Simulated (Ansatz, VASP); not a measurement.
## Re2Te in VASP and in Ansatz

```
CELL_PARAMETERS angstrom
3.00052 0.00000 0.00000
0.00000 7.70017 0.00000
0.00000 0.00000 4.43989
ATOMIC_POSITIONS crystal
Re 0.23759 0.33479 0.00000
Re 0.76241 0.66521 0.00000
Re 0.73759 0.16521 0.50000
Re 0.26241 0.83479 0.50000
Te 0.00000 0.00000 0.00000
Te 0.50000 0.50000 0.50000
```

Alike in both runs: functional PBE; k mesh 12 × 6 × 8; occupations gaussian, width 0.1 eV; no spin polarisation.

Ansatz relaxed the structure, and its values are those at the end. VASP's run is a single point on that final structure, the one shown.

```csv
,VASP,Ansatz
version,VASP 6.6.1,Ansatz 0.2.0
potentials or method,"VASP PAW PBE potentials, release 64 (Re, Te), cutoff 520 eV","scalar-relativistic, plane waves, PAW"
valence electrons in the cell,40,92
```

VASP gave:

```
gap on the k mesh at the Fermi level (eV) : none
pressure (GPa)                            : 0.0
rms of the force components (eV/Å)        : 0.001
```

Task: What did Ansatz give for the same quantities?

Result: gap on the k mesh at the Fermi level (eV): none; pressure (GPa): 0.0; rms of the force components (eV/Å): 0.003.

A gap of «none» marks a metal or a gap that the smearing closes. VASP's potentials hold 40 valence electrons a cell and Ansatz's 92, so a difference there can come from the potentials and not from the codes.

Spin-orbit coupling is off throughout.
